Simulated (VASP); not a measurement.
Runs of VASP 6.6.1 on BN. The structure is that of space group Fmm2 (No. 42), or close to it. The cells are those of the table. 

```tsv
cell	gap on the mesh (eV)	pressure (GPa)	largest force (eV/Å)
a = 4.113, b = 2.824, c = 3.402 Å, angles 82.1, 42.8, 55.0°, 2 atoms	1.95	-14.8	0.47
a = 4.098, b = 2.607, c = 3.597 Å, angles 81.0, 38.9, 60.1°, 2 atoms	(b)	-7.9	0.66
a = 4.099, b = 2.715, c = 3.494 Å, angles 81.6, 40.9, 57.5°, 2 atoms	2.52	(a)	0.38
a = 4.103, b = 2.554, c = 3.653 Å, angles 80.6, 37.9, 61.5°, 2 atoms	3.41	(c)	0.47
a = 4.123, b = 2.460, c = 3.764 Å, angles 80.0, 36.0, 64.0°, 2 atoms	3.99	5.9	0.67
a = 4.137, b = 2.420, c = 3.817 Å, angles 79.7, 35.1, 65.2°, 2 atoms	4.13	12.2	1.65
a = 4.203, b = 2.303, c = 3.999 Å, angles 78.6, 32.5, 68.9°, 2 atoms	3.80	41.2	7.41
a = 4.171, b = 2.350, c = 3.919 Å, angles 79.1, 33.6, 67.3°, 2 atoms	4.10	26.9	4.36
```

Alike in all rows: task single point; level PBEsol; potentials or basis VASP PAW PBE potentials, release 64 (B, N); no spin polarisation; k mesh 12 × 12 × 12; cutoff (eV) 520; smearing gaussian 0.05 eV.

Question: Estimate the missing entries.

Answer: (a) -12.6; (b) 3.10; (c) -4.1.

Caveats: the PAW data sets were made with another functional, which shifts forces and pressure a little; the cell stands under tension (at least some runs); the cell stands under pressure (at least some runs).

A k mesh can miss the band edges.
